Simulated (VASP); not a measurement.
Runs of VASP 6.6.1 on Ge. The structure is that of space group Fmmm (No. 69), or close to it. The cells are those of the table. 

```csv
level,potentials or basis,cell,gap on the mesh (eV),pressure (GPa),largest force (eV/Å)
LDA,"VASP PAW LDA potentials, release 64 (Ge_d)","a = 5.912, b = 5.790, c = 3.931 Å, angles 72.1, 68.7, 39.2°, 4 atoms",none,(a),0.04
PBEsol,"VASP PAW PBE potentials, release 64 (Ge_d)","a = 5.951, b = 5.828, c = 3.956 Å, angles 72.1, 68.7, 39.2°, 4 atoms",none,-5.6,0.05
LDA,"VASP PAW LDA potentials, release 64 (Ge_d)","a = 5.834, b = 5.714, c = 3.879 Å, angles 72.1, 68.7, 39.2°, 4 atoms",none,-3.9,0.04
LDA,"VASP PAW LDA potentials, release 64 (Ge_d)","a = 5.873, b = 5.752, c = 3.905 Å, angles 72.1, 68.7, 39.2°, 4 atoms",none,(b),0.04
LDA,"VASP PAW LDA potentials, release 64 (Ge_d)","a = 5.951, b = 5.828, c = 3.956 Å, angles 72.1, 68.7, 39.2°, 4 atoms",none,-7.1,0.05
```

Alike in all rows: task single point; no spin polarisation; k mesh 7 × 7 × 7; cutoff (eV) 520; smearing fermi-dirac 0.05 eV.

**Question.** Fill in the values left out.

**Answer.** (a) -6.3; (b) -5.2.

Caveats: the cell stands under tension; the PAW data sets were made with another functional, which shifts forces and pressure a little (at least some runs).

A k mesh can miss the band edges, and the runs leave out spin-orbit coupling on Ge.

A gap of «none» marks levels without a gap at the run's occupations.
